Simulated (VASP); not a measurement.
Here is a VASP 6.6.1 calculation.

File INCAR:

```
PREC = Accurate
ENCUT = 520
EDIFF = 1E-6
ISMEAR = -1
SIGMA = 0.1
LREAL = False
LASPH = True
NELM = 100
ALGO = Normal
ISIF = 2
LWAVE = False
LCHARG = False
GGA = B5
ALDAX = 1.0
AGGAX = 1.0
AGGAC = 1.0
ALDAC = 0.0
NBANDS = 16
```

The input KPOINTS:

```
regular mesh
0
Gamma
  8 8 5
```

File POSCAR:

```
Rb
1.0
    5.0506566251      0.0000000000      0.0000000000
   -2.5253283125      4.3739969431      0.0000000000
    0.0000000000      0.0000000000      8.3155134186
Rb
2
Direct
    0.3333333333      0.6666666667      0.2500000000
    0.6666666667      0.3333333333      0.7500000000
```

Potentials or basis: VASP PAW PBE potentials, release 64 (Rb_sv).

Run with:

```console
$ cat potpaw_PBE.64/Rb_sv/POTCAR > POTCAR
$ mpirun -np 1 vasp_std > vasp.out
```

Task: Predict the band gap on the k mesh.

Result: Zero (band 9 reaches 1.16 eV, above the bottom of band 10 at -0.61 eV).

Task: What does it give for the pressure?

Result: 0.1 GPa.

Caveat: the PAW data sets were made with another functional, which shifts forces and pressure a little.
